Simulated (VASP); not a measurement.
Input of a VASP 6.6.1 run:

INCAR

```
SYSTEM = SiC
PREC = Accurate ; ENCUT = 600
EDIFF = 1E-6 ; ISMEAR = 0
SIGMA = 0.01 ; LREAL = .FALSE.
LASPH = .TRUE. ; NELM = 120
ALGO = Normal ; ISIF = 2
LWAVE = .FALSE. ; LCHARG = .TRUE.
GGA = PS ; LELF = .TRUE.
LVHAR = .TRUE. ; NBANDS = 11
GGA_COMPAT = .FALSE.
```

The input KPOINTS:

```
Automatic mesh
0
G
  10 10 10
  0 0 0
```

File POSCAR:

```
SiC
1.0
    0.0000000000      2.1783852749      2.1783852749
    2.1783852749      0.0000000000      2.1783852749
    2.1783852749      2.1783852749      0.0000000000
Si C
1 1
Direct
    0.0000000000      0.0000000000      0.0000000000
    0.2500000000      0.2500000000      0.2500000000
```

Potentials or basis: VASP PAW PBE potentials, release 64 (Si, C).

Command:

```bash
$ cat potpaw_PBE.64/Si/POTCAR potpaw_PBE.64/C/POTCAR > POTCAR
$ mpirun -np 1 vasp_std > vasp.out
```

(1) What does it give for the band gap on the k mesh?

(2) What does it give for the pressure?

Results:

(1) 1.23 eV, indirect (least direct gap 4.44 eV).

(2) 0.2 GPa.

Caveat: the PAW data sets were made with another functional, which shifts forces and pressure a little.
